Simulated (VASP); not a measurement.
# BeS (F-43m) in VASP: notebook

BeS is run at these levels: r2SCAN; tasks: single point.

Program: VASP 6.6.1. These are calculated values, not measurements. Logs are shortened: lines on timing, memory, paths and dates and some standing lists are left out, and cuts for length are marked.

### 1 The cell of the first run

The structure is cubic, space group F-43m (No. 216). Conventional cell: a = 4.836 Å, b = 4.836 Å, c = 4.836 Å, α = 90.00°, β = 90.00°, γ = 90.00°. Be (site symmetry -43m) has 4 S at 2.09 Å within 2.8 Å. S (site symmetry -43m) has 4 Be at 2.09 Å within 2.8 Å.

### 2 Single point, r2SCAN

POSCAR reads:

```
BeS
1.0
    2.4181789742      2.4181789742      0.0000000000
   -2.4181789742      2.4181789742      0.0000000000
    0.0000000000      2.4181789742      2.4181789742
Be S
1 1
Direct
    0.0000000000      0.0000000000      0.0000000000
    0.7500000000      0.2500000000      0.5000000000
```

INCAR.step1 reads:

```
ALGO = Normal
EDIFF = 1E-4
ENCUT = 520
GGA = PE
ISMEAR = 0
LASPH = T
LCHARG = F
LREAL = F
LWAVE = T
NBANDS = 11
NELM = 80
PREC = Accurate
SIGMA = 0.01
```

INCAR.step2 reads:

```
ALGO = Normal
EDIFF = 1E-6
ENCUT = 520
ISIF = 2
ISMEAR = 0
ISTART = 1
LASPH = T
LCHARG = F
LMIXTAU = T
LREAL = F
LWAVE = F
METAGGA = R2SCAN
NBANDS = 11
NELM = 80
PREC = Accurate
SIGMA = 0.01
```

KPOINTS reads:

```
k-points
0
Gamma
  8 8 8
```

Potentials or basis: VASP PAW PBE potentials, release 64 (Be, S).

Launch:

```bash
> cat potpaw_PBE.64/Be/POTCAR potpaw_PBE.64/S/POTCAR > POTCAR
> cp INCAR.step1 INCAR
> mpirun -np 1 vasp_std > vasp.out
> cp INCAR.step2 INCAR
> mpirun -np 1 vasp_std > vasp.out
```

OUTCAR:

```text
EDIFF = 1E-6
   ENCUT = 520
   ISIF = 2
   ISMEAR = 0
   ISTART = 1
   LASPH = T
   LREAL = F
   METAGGA = R2SCAN
   NELM = 80
   PREC = Accurate

 ion  position               nearest neighbor table
   1  0.000  0.000  0.000-   2 2.09   2 2.09   2 2.09   2 2.09
   2  0.750  0.250  0.500-   1 2.09   1 2.09   1 2.09   1 2.09

  LATTYP: Found a face centered cubic cell.
 ALAT       =     4.8363579484

  Lattice vectors:

 A1 = (   0.0000000000,   2.4181789742,   2.4181789742)
 A2 = (   2.4181789742,   0.0000000000,   2.4181789742)
 A3 = (   2.4181789742,   2.4181789742,   0.0000000000)

Analysis of symmetry for initial positions (statically):
=====================================================================
 Subroutine PRICEL returns:
 Original cell was already a primitive cell.

 Routine SETGRP: Setting up the symmetry group for a
 face centered cubic supercell.

 Subroutine GETGRP returns: Found 24 space group operations
 (whereof 24 operations were pure point group operations)
 out of a pool of 48 trial point group operations.

The static configuration has the point symmetry T_d .

Analysis of symmetry for dynamics (positions and initial velocities):
=====================================================================
 Subroutine PRICEL returns:
 Original cell was already a primitive cell.

 Routine SETGRP: Setting up the symmetry group for a
 face centered cubic supercell.

 Subroutine GETGRP returns: Found 24 space group operations
 (whereof 24 operations were pure point group operations)
 out of a pool of 48 trial point group operations.

The dynamic configuration has the point symmetry T_d .

 Subroutine INISYM returns: Found 24 space group operations
 (whereof 24 operations are pure point group operations),
 and found     1 'primitive' translations

----------------------------------------------------------------------------------------

                                     Primitive cell

  volume of cell :      28.2810

  direct lattice vectors                    reciprocal lattice vectors
     2.418178974  2.418178974  0.000000000     0.206767160  0.206767160 -0.206767160
    -2.418178974  2.418178974  0.000000000    -0.206767160  0.206767160 -0.206767160
     0.000000000  2.418178974  2.418178974     0.000000000  0.000000000  0.413534321

  length of vectors
     3.419821502  3.419821502  3.419821502     0.358131227  0.358131227  0.413534321

  position of ions in fractional coordinates (direct lattice)
     0.000000000  0.000000000  0.000000000
     0.750000000  0.250000000  0.500000000

  ion indices of the primitive-cell ions
[... 85 lines left out ...]
   PSTRESS=    0.0 pullay stress
   NELECT =       8.0000    total number of electrons
   NUPDOWN=      -1.0000    fix difference up-down
   EMIN   =  10.00;   EMAX   =-10.00  energy-range for DOS
   EFERMI =   0.00;   METHOD = LEGACY
   ISMEAR =     0;   SIGMA  =   0.01  broadening in eV -4-tet -1-fermi 0-gaus
   EFERMI_NEDOS =   21; number of points for ismear=-14 and -15
   IALGO  =     38    algorithm
   IMIX   =      4    mixing-type and parameters
     AMIX     =   0.40;   BMIX     =  1.00
     AMIX_MAG =   1.60;   BMIX_MAG =  1.00
  volume/ion in A,a.u.               =      14.14        95.42
  Fermi-wavevector in a.u.,A,eV,Ry     =   1.074665  2.030822 15.713431  1.154905
  Thomas-Fermi vector in A             =   2.210500
   LORBIT       =      0    0 simple, 1 ext, 2 COOP (PROOUT), +10 PAW based schemes
   METAGGA = R2SCAN    functional components
   LHFCALC =     F    Hartree Fock is set to
   AEXX    =    0.0000 exact exchange contribution
   IVDW    =     0    specifies the selected vdW correction
   LEPSILON=     F    determine dielectric tensor
   LRPA    =     F    only Hartree local field effects (RPA)
 non-spin polarized calculation
 Gauss-broadening in eV      SIGMA  =   0.01
  energy-cutoff  :      520.00
  volume of cell :       28.28
 maximum number of plane-waves:       778
 NGX is ok and might be reduce to    28
   NGX = 13   NGY = 13   NGZ = 13

 number of electron       8.0000000 magnetization

 Free energy of the ion-electron system (eV)
  ---------------------------------------------------
  ext. energy  EPLUGINS =         0.00000000
  ---------------------------------------------------
  free energy    TOTEN  =       -14.78186633 eV

  energy without entropy =      -14.78186633  energy(sigma->0) =      -14.78186633

 E-fermi :   4.1950     XC(G=0): -10.2201

 val. band max:        4.0561797080   @ k =   0.0000   0.0000   0.0000
 cond. band min:       7.6098224345   @ k =   0.5000   0.5000   0.0000
 fundamental gap:      3.5536427265
 Fermi energy:         4.1950237791

 k-point     1 :       0.0000    0.0000    0.0000
  band No.  band energies     occupation
      1     -10.3001      2.00000
      2       4.0562      2.00000
      3       4.0562      2.00000
      4       4.0562      2.00000
      5      10.3081      0.00000
      6      10.3081      0.00000
      7      10.3081      0.00000
      8      10.8212      0.00000
      9      17.4958      0.00000
     10      17.4958      0.00000
     11      20.0350      0.00000
[... 309 lines left out ...]
 k-point    24 :       0.5000    0.2500    0.1250
  band No.  band energies     occupation
      1      -8.3050      2.00000
      2      -1.4036      2.00000
      3       1.1798      2.00000
      4       2.1561      2.00000
      5      10.6895      0.00000
      6      11.2927      0.00000
      7      13.9730      0.00000
      8      15.3489      0.00000
      9      16.4304      0.00000
     10      20.3712      0.00000
     11      21.1594      0.00000

 [... further k-points ...]

------------------------ aborting loop because EDIFF is reached ----------------------------------------

  FORCE on cell =-STRESS in cart. coord.  units (eV):
  Direction    XX          YY          ZZ          XY          YZ          ZX
  --------------------------------------------------------------------------------------
  -------------------------------------------------------------------------------------
  Total        0.4071589      0.4071589      0.4071589     -0.0000000     -0.0000000      0.0000000
  in kB       23.0663674     23.0663674     23.0663674     -0.0000000     -0.0000000      0.0000000
  external PRESSURE =      23.0663674 kB  Pullay stress =       0.0000000 kB

 VOLUME and BASIS-vectors are now :
 -----------------------------------------------------------------------------
  energy-cutoff  :      520.00
  volume of cell :       28.28
      direct lattice vectors                 reciprocal lattice vectors
     2.418178974  2.418178974  0.000000000     0.206767160  0.206767160 -0.206767160
    -2.418178974  2.418178974  0.000000000    -0.206767160  0.206767160 -0.206767160
     0.000000000  2.418178974  2.418178974     0.000000000  0.000000000  0.413534321

 POSITION                                       TOTAL-FORCE (eV/Angst)
 -----------------------------------------------------------------------------------
      0.00000      0.00000      0.00000        -0.000000      0.000000      0.000000
      1.20909      3.62727      1.20909         0.000000     -0.000000     -0.000000
 -----------------------------------------------------------------------------------
    total drift:                               -0.000000      0.000000     -0.000000

  FREE ENERGIE OF THE ION-ELECTRON SYSTEM (eV)
  ---------------------------------------------------
  free  energy   TOTEN  =       -14.7818663308 eV

  energy  without entropy=      -14.7818663308  energy(sigma->0) =      -14.78186633
```

OUTCAR.step1:

```text
EDIFF = 1E-4
   ENCUT = 520
   GGA = PE
   ISMEAR = 0
   LASPH = T
[... 557 lines left out ...]
 -----------------------------------------------------------------------------------
      0.00000      0.00000      0.00000         0.000000     -0.000000      0.000000
      1.20909      3.62727      1.20909         0.000000      0.000000      0.000000
 -----------------------------------------------------------------------------------
    total drift:                                0.000000      0.000000      0.000000

  FREE ENERGIE OF THE ION-ELECTRON SYSTEM (eV)
  ---------------------------------------------------
  free  energy   TOTEN  =       -10.0079237458 eV

  energy  without entropy=      -10.0079237458  energy(sigma->0) =      -10.00792375
```

OSZICAR.step1:

```text
N       E                     dE             d eps       ncg     rms          rms(c)
DAV:   1     0.206842626513E+02    0.20684E+02   -0.38835E+03   638   0.622E+02
DAV:   2    -0.899054999821E+01   -0.29675E+02   -0.28365E+02   830   0.117E+02
DAV:   3    -0.101806435749E+02   -0.11901E+01   -0.11884E+01   859   0.239E+01
DAV:   4    -0.101874571514E+02   -0.68136E-02   -0.68121E-02   761   0.206E+00
DAV:   5    -0.101875243303E+02   -0.67179E-04   -0.67178E-04   855   0.206E-01    0.574E+00
DAV:   6    -0.100491267389E+02    0.13840E+00   -0.11552E-01   742   0.165E+00    0.390E+00
DAV:   7    -0.100066611853E+02    0.42466E-01   -0.12188E-01   800   0.184E+00    0.988E-01
DAV:   8    -0.100078338934E+02   -0.11727E-02   -0.65726E-03   837   0.421E-01    0.149E-01
DAV:   9    -0.100079237458E+02   -0.89852E-04   -0.50078E-04   773   0.142E-01
   1 F= -.10007924E+02 E0= -.10007924E+02  d E =-.677181E-53
```

Run time: 71 s. Hardware: 1 thread of Intel Xeon 8259CL, shared host; peak memory 0.16 GiB.

Results:

```yaml
Free_energy: -14.7819 eV
Pressure: 2.3 GPa
Band_gap_on_the_k_mesh: 3.55 eV (least direct gap 6.25 eV)
```

Levels at points of the mesh, in eV from the valence-band top:
```
           k point  band 1  band 2  band 3  band 4  band 5  band 6  band 7  band 8  band 9
(0.00, 0.00, 0.00)  -14.36    0.00    0.00    0.00    6.25    6.25    6.25    6.76   13.44
(0.50, 0.00, 0.00)  -12.65   -6.02   -1.07   -1.07    6.13    7.14    7.14   12.11   15.77
(0.50, 0.50, 0.00)  -12.07   -5.24   -2.74   -2.74    3.55    5.38   13.93   13.93   16.90
```

Caveat: the PAW data sets were made with another functional, which shifts forces and pressure a little. A k mesh can miss the band edges.

### 3 Single point, r2SCAN

POSCAR is that of step 2.

INCAR.step1 reads:

```
SYSTEM = BeS
PREC     = Accurate       ! precision mode
ENCUT    = 520            ! plane-wave cutoff, eV
ISMEAR   = 0              ! smearing method
SIGMA    = 0.01           ! smearing width, eV
LREAL    = .False.        ! projectors in reciprocal space
LASPH    = .True.         ! aspherical terms in the spheres
NELM     = 100            ! most SCF steps
NBANDS   = 11             ! bands
GGA      = PE             ! functional
ALGO     = Normal         ! electronic algorithm
EDIFF    = 1E-4           ! SCF threshold, eV
LWAVE    = .True.         ! write WAVECAR
LCHARG   = .False.        ! write CHGCAR
```

INCAR.step2 reads:

```
SYSTEM = BeS
PREC     = Accurate       ! precision mode
ENCUT    = 520            ! plane-wave cutoff, eV
EDIFF    = 1E-6           ! SCF threshold, eV
ISMEAR   = 0              ! smearing method
SIGMA    = 0.01           ! smearing width, eV
LREAL    = .False.        ! projectors in reciprocal space
LASPH    = .True.         ! aspherical terms in the spheres
NELM     = 100            ! most SCF steps
ALGO     = Normal         ! electronic algorithm
ISIF     = 2              ! what is computed and relaxed
LWAVE    = .False.        ! write WAVECAR
LCHARG   = .True.         ! write CHGCAR
METAGGA  = R2SCAN         ! meta-GGA
LMIXTAU  = .True.       
LELF     = .True.         ! ELF
LVHAR    = .True.       
NBANDS   = 11             ! bands
ISTART   = 1
```

KPOINTS reads:

```
Automatic mesh
0
Gamma
  8 8 8
  0 0 0
```

Potentials or basis: VASP PAW PBE potentials, release 64 (Be, S).

Launch:

```bash
> cat potpaw_PBE.64/Be/POTCAR potpaw_PBE.64/S/POTCAR > POTCAR
> cp INCAR.step1 INCAR
> mpirun -np 1 vasp_std > vasp.out
> cp INCAR.step2 INCAR
> mpirun -np 1 vasp_std > vasp.out
```

Wall time 78 s (1 thread of Intel Xeon 8259CL, shared host); peak memory 0.16 GiB.

It converged, with:

| Item | Value |
| --- | --- |
| Free energy | -14.7819 eV |
| Pressure | 2.3 GPa |
| Band gap on the k mesh | 3.55 eV (least direct gap 6.25 eV) |

Levels at points of the mesh, in eV from the valence-band top:
| k point | band 1 | band 2 | band 3 | band 4 | band 5 | band 6 | band 7 | band 8 |
| --- | --- | --- | --- | --- | --- | --- | --- | --- |
| (0.00, 0.00, 0.00) | -14.36 | 0.00 | 0.00 | 0.00 | 6.25 | 6.25 | 6.25 | 6.76 |
| (0.50, 0.00, 0.00) | -12.65 | -6.02 | -1.07 | -1.07 | 6.13 | 7.14 | 7.14 | 12.11 |
| (0.50, 0.50, 0.00) | -12.07 | -5.24 | -2.74 | -2.74 | 3.55 | 5.38 | 13.93 | 13.93 |

Caveat: the PAW data sets were made with another functional, which shifts forces and pressure a little. r2SCAN opens gaps a little over a GGA but as a rule still falls short of measured ones.

### 4 Single point, r2SCAN

This run uses another cell than the first one, of 13.89 Å³/atom.

POSCAR reads:

```
BeS
1.0
    2.4035404880      2.4035404880      0.0000000000
   -2.4035404880      2.4035404880      0.0000000000
    0.0000000000      2.4035404880      2.4035404880
Be S
1 1
Direct
    0.0000000000      0.0000000000      0.0000000000
    0.7500000000      0.2500000000      0.5000000000
```

INCAR.step1 reads:

```
SYSTEM = BeS
  ALGO = Normal
  EDIFF = 1E-4
  ENCUT = 520
  GGA = PE
  ISMEAR = 0
  LASPH = .TRUE.
  LCHARG = .FALSE.
  LREAL = .FALSE.
  LWAVE = .TRUE.
  NBANDS = 11
  NELM = 60
  PREC = Accurate
  SIGMA = 0.01
```

INCAR.step2 reads:

```
SYSTEM = BeS
  ALGO = Normal
  EDIFF = 1E-7
  ENCUT = 520
  ISIF = 2
  ISMEAR = 0
  ISTART = 1
  LASPH = .TRUE.
  LCHARG = .FALSE.
  LMIXTAU = .TRUE.
  LREAL = .FALSE.
  LWAVE = .FALSE.
  METAGGA = R2SCAN
  NBANDS = 11
  NELM = 60
  PREC = Accurate
  SIGMA = 0.01
```

KPOINTS reads:

```
k-points
0
G
  8 8 8
  0 0 0
```

Launch:

```bash
> cat potpaw_PBE.64/Be/POTCAR potpaw_PBE.64/S/POTCAR > POTCAR
> cp INCAR.step1 INCAR
> mpirun -np 1 vasp_std > vasp.out
> cp INCAR.step2 INCAR
> mpirun -np 1 vasp_std > vasp.out
```

Wall time 86 s (1 thread of Intel Xeon 8259CL, shared host); peak memory 0.16 GiB.

Results (log left out):

```
Free energy            : -14.7713 eV
Pressure               : 4.3 GPa
Band gap on the k mesh : 3.51 eV (least direct gap 6.24 eV)
```

Levels at points of the mesh, in eV from the valence-band top:
```csv
k point,band 2,band 3,band 4,band 5,band 6,band 7
"(0.00, 0.00, 0.00)",0.00,0.00,0.00,6.24,6.24,6.24
"(0.50, 0.00, 0.00)",-6.14,-1.10,-1.10,6.20,7.13,7.13
"(0.50, 0.50, 0.00)",-5.33,-2.81,-2.81,3.51,5.36,14.08
```

Caveat: the cell stands under pressure; the PAW data sets were made with another functional, which shifts forces and pressure a little. A k mesh can miss the band edges.
